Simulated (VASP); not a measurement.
Set up this calculation in VASP 6.6.1, as the native input.

| Property | Result |
| --- | --- |
| Task | relaxation of cell and atoms |
| Functional | PBE |
| Potentials or basis | VASP PAW PBE potentials, release 64 (Li_sv, Ca_sv, F) |
| Cutoff | 600 eV |
| k mesh | 4 × 4 × 4 |
| Occupations | gaussian, width 0.01 eV |
| Spin | no spin polarisation |
| Dipole correction | no |
| Further INCAR settings | ALGO = Normal; EDIFF = 1e-06; IBRION = 2; EDIFFG = -0.005; NSW = 80; ISIF = 3 |

The structure of LiCaF3 lies in POSCAR:

```
LiCaF3
1.0
    3.7612440000      0.0000000000      0.0000000000
    0.0000000000      3.7612440000      0.0000000000
    0.0000000000      0.0000000000      3.7612440000
Li Ca F
1 1 3
Direct
    0.5000000000      0.5000000000      0.5000000000
    0.0000000000      0.0000000000      0.0000000000
    0.0000000000      0.5000000000      0.5000000000
    0.5000000000      0.5000000000      0.0000000000
    0.5000000000      0.0000000000      0.5000000000
```

One way to write it, as run:

INCAR

```
SYSTEM = LiCaF3
PREC     = Accurate       ! precision mode
ENCUT    = 600            ! plane-wave cutoff, eV
EDIFF    = 1E-6           ! SCF threshold, eV
ISMEAR   = 0              ! smearing method
SIGMA    = 0.01           ! smearing width, eV
LREAL    = .False.        ! projectors in reciprocal space
LASPH    = .True.         ! aspherical terms in the spheres
NELM     = 80             ! most SCF steps
ALGO     = Normal         ! electronic algorithm
ISIF     = 3              ! what is computed and relaxed
LWAVE    = .False.        ! write WAVECAR
LCHARG   = .False.        ! write CHGCAR
GGA      = PE             ! functional
IBRION   = 2              ! ionic algorithm
NSW      = 80             ! ionic steps
EDIFFG   = -0.005         ! ionic threshold
```

KPOINTS

```
regular mesh
0
Gamma
  4 4 4
  0 0 0
```

Potentials or basis: VASP PAW PBE potentials, release 64 (Li_sv, Ca_sv, F).

The run is started by

```bash
$ cat potpaw_PBE.64/Li_sv/POTCAR potpaw_PBE.64/Ca_sv/POTCAR potpaw_PBE.64/F/POTCAR > POTCAR
$ mpirun -np 1 vasp_std > vasp.out
```

Results of the run:

The relaxed volume is 10.61 Å³/atom. The relaxed cell is a = 3.757 Å, b = 3.757 Å, c = 3.757 Å, α = 90.00°, β = 90.00°, γ = 90.00°, the space group after relaxing (to 0.1 Å) is Pm-3m (No. 221) and the energy gained by relaxing is 0.0 meV/atom. The ionic steps are 3 and the pressure after relaxing is 0.0 GPa. The band gap on the k mesh is 6.49 eV (least direct gap 6.61 eV).

Caveat: the cutoff is under 1.25 times the usual one of these potentials, so pressure, stress and relaxed cells hold a basis-set (Pulay) error.

Run time: 42 s on 1 thread of Intel Xeon 8259CL, on a shared host, peak memory 0.18 GiB.
